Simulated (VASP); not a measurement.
# LaMg (Pm-3m) in VASP: notebook

The runs below take LaMg through single point, relaxation of cell and atoms, with LDA.

Everything below comes from runs of VASP 6.6.1. Logs are shortened: lines on timing, memory, paths and dates and some standing lists are left out, and cuts for length are marked.

## (1) The cell of the first run

The structure is cubic, space group Pm-3m (No. 221). The conventional cell has a = 3.855 Å, b = 3.855 Å, c = 3.855 Å, α = 90.00°, β = 90.00°, γ = 90.00°. Within 4.4 Å of La (site symmetry m-3m) lie 8 Mg at 3.34 Å and 6 La at 3.86 Å. Mg (site symmetry m-3m) has 8 La at 3.34 Å and 6 Mg at 3.86 Å within 4.4 Å.

## (2) Single point, LDA

Input file INCAR:

```
ALGO = Normal
EDIFF = 1E-6
ENCUT = 520
ISIF = 2
ISMEAR = 0
LASPH = T
LCHARG = F
LREAL = F
LWAVE = F
NBANDS = 14
NELM = 100
PREC = Accurate
SIGMA = 0.1
```

Input file KPOINTS:

```
k-points
0
Gamma
  5 5 5
```

Input file POSCAR:

```
LaMg
1.0
    3.8551752361      0.0000000000      0.0000000000
    0.0000000000      3.8551752361      0.0000000000
    0.0000000000      0.0000000000      3.8551752361
La Mg
1 1
Direct
    0.0000000000      0.0000000000      0.0000000000
    0.5000000000      0.5000000000      0.5000000000
```

Potentials or basis: VASP PAW LDA potentials, release 64 (La, Mg).

Started as:

```bash
cat potpaw_LDA.64/La/POTCAR potpaw_LDA.64/Mg/POTCAR > POTCAR
mpirun -np 1 vasp_std > vasp.out
```

OUTCAR:

```text
EDIFF = 1E-6
   ENCUT = 520
   ISIF = 2
   ISMEAR = 0
   LASPH = T
   LREAL = F
   NELM = 100
   PREC = Accurate

 ion  position               nearest neighbor table
   1  0.000  0.000  0.000-   2 3.34   2 3.34   2 3.34   2 3.34   2 3.34   2 3.34   2 3.34   2 3.34

   2  0.500  0.500  0.500-   1 3.34   1 3.34   1 3.34   1 3.34   1 3.34   1 3.34   1 3.34   1 3.34

  LATTYP: Found a simple cubic cell.
 ALAT       =     3.8551752361

  Lattice vectors:

 A1 = (   3.8551752361,   0.0000000000,   0.0000000000)
 A2 = (   0.0000000000,   3.8551752361,   0.0000000000)
 A3 = (   0.0000000000,   0.0000000000,   3.8551752361)

Analysis of symmetry for initial positions (statically):
=====================================================================
 Subroutine PRICEL returns:
 Original cell was already a primitive cell.

 Routine SETGRP: Setting up the symmetry group for a
 simple cubic supercell.

 Subroutine GETGRP returns: Found 48 space group operations
 (whereof 48 operations were pure point group operations)
 out of a pool of 48 trial point group operations.

The static configuration has the point symmetry O_h .

Analysis of symmetry for dynamics (positions and initial velocities):
=====================================================================
 Subroutine PRICEL returns:
 Original cell was already a primitive cell.

 Routine SETGRP: Setting up the symmetry group for a
 simple cubic supercell.

 Subroutine GETGRP returns: Found 48 space group operations
 (whereof 48 operations were pure point group operations)
 out of a pool of 48 trial point group operations.

The dynamic configuration has the point symmetry O_h .

 Subroutine INISYM returns: Found 48 space group operations
 (whereof 48 operations are pure point group operations),
 and found     1 'primitive' translations

----------------------------------------------------------------------------------------

                                     Primitive cell

  volume of cell :      57.2971

  direct lattice vectors                    reciprocal lattice vectors
     3.855175236  0.000000000  0.000000000     0.259391581  0.000000000  0.000000000
     0.000000000  3.855175236  0.000000000     0.000000000  0.259391581  0.000000000
     0.000000000  0.000000000  3.855175236     0.000000000  0.000000000  0.259391581

  length of vectors
     3.855175236  3.855175236  3.855175236     0.259391581  0.259391581  0.259391581

  position of ions in fractional coordinates (direct lattice)
     0.000000000  0.000000000  0.000000000
     0.500000000  0.500000000  0.500000000

  ion indices of the primitive-cell ions
   primitive index   ion index
                 1           1
                 2           2

----------------------------------------------------------------------------------------

 KPOINTS: k-points

Automatic generation of k-mesh.
 Grid dimensions read from file:
 generate k-points for:    5    5    5

 Generating k-lattice:

  Cartesian coordinates                     Fractional coordinates (reciprocal lattice)
     0.051878316  0.000000000  0.000000000     0.200000000  0.000000000  0.000000000
     0.000000000  0.051878316  0.000000000     0.000000000  0.200000000  0.000000000
     0.000000000  0.000000000  0.051878316     0.000000000  0.000000000  0.200000000

  Length of vectors
     0.051878316  0.051878316  0.051878316

  Shift w.r.t. Gamma in fractional coordinates (k-lattice)
     0.000000000  0.000000000  0.000000000

 Subroutine IBZKPT returns following result:
 ===========================================

 Found     10 irreducible k-points:

 Following reciprocal coordinates:
            Coordinates               Weight
  0.000000  0.000000  0.000000      1.000000
  0.200000  0.000000  0.000000      6.000000
  0.400000  0.000000  0.000000      6.000000
  0.200000  0.200000  0.000000     12.000000
  0.400000  0.200000  0.000000     24.000000
  0.400000  0.400000  0.000000     12.000000
  0.200000  0.200000  0.200000      8.000000
  0.400000  0.200000  0.200000     24.000000
  0.400000  0.400000  0.200000     24.000000
  0.400000  0.400000  0.400000      8.000000
   k-points           NKPTS =     10   k-points in BZ     NKDIM =     10   number of bands    NBANDS=     14
   number of dos      NEDOS =    301   number of ions     NIONS =      2
   total plane-waves  NPLWV =  27000
   dimension x,y,z NGX =    30 NGY =   30 NGZ =   30
   dimension x,y,z NGXF=    60 NGYF=   60 NGZF=   60
   ions per type =               1   1
   NGX,Y,Z   is equivalent  to a cutoff of  12.94, 12.94, 12.94 a.u.
   NGXF,Y,Z  is equivalent  to a cutoff of  25.87, 25.87, 25.87 a.u.
 SYSTEM =  unknown system
   PREC   = accura    normal or accurate (medium, high low for compatibility)
   ISTART =      0    job   : 0-new  1-cont  2-samecut
   ICHARG =      2    charge: 1-file 2-atom 10-const
   ISPIN  =      1    spin polarized calculation?
   LNONCOLLINEAR =      F non collinear calculations
   LSORBIT =      F    spin-orbit coupling
   LASPH  =      T    aspherical Exc in radial PAW
   ENCUT  =  520.0 eV  38.22 Ry    6.18 a.u.   7.17  7.17  7.17*2*pi/ulx,y,z
   NELM   =    100;   NELMIN=  2; NELMDL= -5     # of ELM steps
   EDIFF  = 0.1E-05   stopping-criterion for ELM
   LREAL  =      F    real-space projection
   EDIFFG = 0.1E-04   stopping-criterion for IOM
   NSW    =      0    number of steps for IOM
   IBRION =     -1    ionic relax: 0-MD 1-quasi-New 2-CG
   NFREE  =      0    steps in history (QN), initial steepest desc. (CG)
   ISIF   =      2    stress and relaxation
   ISYM   =      2    0-nonsym 1-usesym 2-fastsym
   POTIM  = 0.5000    time-step for ionic-motion
   TEBEG  =    0.0;   TEEND  =   0.0 temperature during run
   PSTRESS=    0.0 pullay stress
   NELECT =      13.0000    total number of electrons
   NUPDOWN=      -1.0000    fix difference up-down
   EMIN   =  10.00;   EMAX   =-10.00  energy-range for DOS
   EFERMI =   0.00;   METHOD = LEGACY
   ISMEAR =     0;   SIGMA  =   0.10  broadening in eV -4-tet -1-fermi 0-gaus
   EFERMI_NEDOS =   21; number of points for ismear=-14 and -15
   IALGO  =     38    algorithm
   IMIX   =      4    mixing-type and parameters
     AMIX     =   0.40;   BMIX     =  1.00
     AMIX_MAG =   1.60;   BMIX_MAG =  1.00
  volume/ion in A,a.u.               =      28.65       193.33
  Fermi-wavevector in a.u.,A,eV,Ry     =   0.998493  1.886879 13.564857  0.996989
  Thomas-Fermi vector in A             =   2.130720
   LORBIT       =      0    0 simple, 1 ext, 2 COOP (PROOUT), +10 PAW based schemes
   GGA     = CA    functional components
   LHFCALC =     F    Hartree Fock is set to
   AEXX    =    0.0000 exact exchange contribution
   IVDW    =     0    specifies the selected vdW correction
   LEPSILON=     F    determine dielectric tensor
   LRPA    =     F    only Hartree local field effects (RPA)
 non-spin polarized calculation
 Gauss-broadening in eV      SIGMA  =   0.10
  energy-cutoff  :      520.00
  volume of cell :       57.30
 maximum number of plane-waves:      1558
 NGX is ok and might be reduce to    30
   NGX = 15   NGY = 15   NGZ = 15

 number of electron      13.0000001 magnetization

 Free energy of the ion-electron system (eV)
  ---------------------------------------------------
  ext. energy  EPLUGINS =         0.00000000
  ---------------------------------------------------
  free energy    TOTEN  =        -7.62422678 eV

  energy without entropy =       -7.61252749  energy(sigma->0) =       -7.61837714

 E-fermi :   5.8268     XC(G=0):  -9.5363

 val. band max:        5.6530344443   @ k =   0.4000   0.2000   0.2000
 cond. band min:       5.8717605977   @ k =   0.2000   0.2000   0.2000
 fundamental gap:      0.2187261534
 Fermi energy:         5.8267533223

 k-point     1 :       0.0000    0.0000    0.0000
  band No.  band energies     occupation
      1     -26.7348      2.00000
      2     -10.2082      2.00000
      3     -10.2082      2.00000
      4     -10.2082      2.00000
      5       1.0224      2.00000
      6       5.2149      2.00000
      7       5.2149      2.00000
      8       7.5711      0.00000
      9       7.5711      0.00000
     10       7.5711      0.00000
     11       7.6401      0.00000
     12       7.6401      0.00000
     13       7.6401      0.00000
     14       7.8477      0.00000

 k-point     2 :       0.2000    0.0000    0.0000
  band No.  band energies     occupation
      1     -26.7176      2.00000
      2     -10.4487      2.00000
      3     -10.1866      2.00000
      4     -10.1866      2.00000
      5       1.5953      2.00000
      6       5.4397      2.00000
      7       5.4738      2.00000
      8       7.3752      0.00000
      9       7.5372      0.00000
     10       7.5372      0.00000
     11       7.5567      0.00000
     12       7.6451      0.00000
     13       7.6451      0.00000
     14       7.8128      0.00000

 k-point     3 :       0.4000    0.0000    0.0000
  band No.  band energies     occupation
      1     -26.6894      2.00000
      2     -10.8085      2.00000
      3     -10.1511      2.00000
      4     -10.1511      2.00000
      5       2.9540      2.00000
      6       4.6714      2.00000
      7       5.9305      0.14224
      8       7.3148      0.00000
      9       7.3190      0.00000
     10       7.3190      0.00000
     11       7.4878      0.00000
     12       7.6561      0.00000
     13       7.6561      0.00000
     14       7.7623      0.00000

 k-point     4 :       0.2000    0.2000    0.0000
  band No.  band energies     occupation
      1     -26.7005      2.00000
      2     -10.4346      2.00000
      3     -10.4067      2.00000
      4     -10.1651      2.00000
      5       2.1073      2.00000
      6       5.4623      2.00000
      7       5.8736      0.50766
      8       6.8918      0.00000
      9       7.4747      0.00000
     10       7.5231      0.00000
     11       7.5410      0.00000
     12       7.6551      0.00000
     13       7.7405      0.00000
     14       7.7842      0.00000

 k-point     5 :       0.4000    0.2000    0.0000
  band No.  band energies     occupation
      1     -26.6727      2.00000
      2     -10.7722      2.00000
      3     -10.3744      2.00000
      4     -10.1301      2.00000
      5       3.2166      2.00000
      6       4.6389      2.00000
      7       6.2896      0.00000
      8       6.8098      0.00000
      9       7.4144      0.00000
     10       7.5074      0.00000
     11       7.5515      0.00000
     12       7.6788      0.00000
     13       7.7753      0.00000
     14       7.8578      0.00000

 k-point     6 :       0.4000    0.4000    0.0000
  band No.  band energies     occupation
      1     -26.6456      2.00000
      2     -10.7167      2.00000
      3     -10.7070      2.00000
      4     -10.0956      2.00000
      5       3.0579      2.00000
      6       5.2189      2.00000
      7       6.5742      0.00000
      8       6.9001      0.00000
      9       7.5229      0.00000
     10       7.5449      0.00000
     11       7.5549      0.00000
     12       7.7801      0.00000
     13       7.8171      0.00000
     14       8.0816      0.00000

 k-point     7 :       0.2000    0.2000    0.2000
  band No.  band energies     occupation
      1     -26.6837      2.00000
      2     -10.4181      2.00000
      3     -10.3813      2.00000
      4     -10.3813      2.00000
      5       2.5436      2.00000
      6       5.8718      0.52445
      7       5.8718      0.52445
      8       6.7472      0.00000
      9       7.1490      0.00000
     10       7.1490      0.00000
     11       7.7259      0.00000
     12       7.7289      0.00000
     13       7.7773      0.00000
     14       7.7773      0.00000

 k-point     8 :       0.4000    0.2000    0.2000
  band No.  band energies     occupation
      1     -26.6563      2.00000
      2     -10.7379      2.00000
      3     -10.3585      2.00000
      4     -10.3397      2.00000
      5       3.3830      2.00000
      6       5.0602      2.00000
      7       5.6530      1.98598
      8       6.9042      0.00000
      9       7.1935      0.00000
     10       7.5274      0.00000
     11       7.6154      0.00000
     12       7.7684      0.00000
     13       7.8188      0.00000
     14       7.9276      0.00000

 k-point     9 :       0.4000    0.4000    0.2000
  band No.  band energies     occupation
      1     -26.6293      2.00000
      2     -10.6853      2.00000
      3     -10.6765      2.00000
      4     -10.3076      2.00000
      5       3.3372      2.00000
      6       5.2047      2.00000
      7       5.5064      1.99999
      8       6.8005      0.00000
      9       7.4252      0.00000
     10       7.5699      0.00000
     11       7.5774      0.00000
     12       7.8345      0.00000
     13       7.8750      0.00000
     14       7.9524      0.00000

 k-point    10 :       0.4000    0.4000    0.4000
  band No.  band energies     occupation
      1     -26.6028      2.00000
      2     -10.6364      2.00000
      3     -10.6264      2.00000
      4     -10.6264      2.00000
      5       3.8787      2.00000
      6       4.5276      2.00000
      7       4.5276      2.00000
      8       6.8540      0.00000
      9       7.6082      0.00000
     10       7.6138      0.00000
     11       7.6138      0.00000
     12       7.8643      0.00000
     13       7.8996      0.00000
     14       7.8996      0.00000

------------------------ aborting loop because EDIFF is reached ----------------------------------------

  FORCE on cell =-STRESS in cart. coord.  units (eV):
  Direction    XX          YY          ZZ          XY          YZ          ZX
  --------------------------------------------------------------------------------------
  -------------------------------------------------------------------------------------
  Total       -0.0973360     -0.0973360     -0.0973360      0.0000000      0.0000000     -0.0000000
  in kB       -2.7217709     -2.7217709     -2.7217709      0.0000000      0.0000000     -0.0000000
  external PRESSURE =      -2.7217709 kB  Pullay stress =       0.0000000 kB

 VOLUME and BASIS-vectors are now :
 -----------------------------------------------------------------------------
  energy-cutoff  :      520.00
  volume of cell :       57.30
      direct lattice vectors                 reciprocal lattice vectors
     3.855175236  0.000000000  0.000000000     0.259391581  0.000000000  0.000000000
     0.000000000  3.855175236  0.000000000     0.000000000  0.259391581  0.000000000
     0.000000000  0.000000000  3.855175236     0.000000000  0.000000000  0.259391581

 POSITION                                       TOTAL-FORCE (eV/Angst)
 -----------------------------------------------------------------------------------
      0.00000      0.00000      0.00000         0.000000      0.000000      0.000000
      1.92759      1.92759      1.92759         0.000000      0.000000      0.000000
 -----------------------------------------------------------------------------------
    total drift:                               -0.000000     -0.000000     -0.000000

  FREE ENERGIE OF THE ION-ELECTRON SYSTEM (eV)
  ---------------------------------------------------
  free  energy   TOTEN  =        -7.6242267846 eV

  energy  without entropy=       -7.6125274898  energy(sigma->0) =       -7.61837714
```

It took 7 s on 1 thread of AMD EPYC 7R13 (Zen 3), shared host; peak memory 0.13 GiB.

Results:

```
Free energy : -7.6242 eV
Pressure    : -0.3 GPa
```

Caveat: spin-orbit coupling is left out, which moves the levels of the heavy elements.

(Continued in part 2 of 2.)
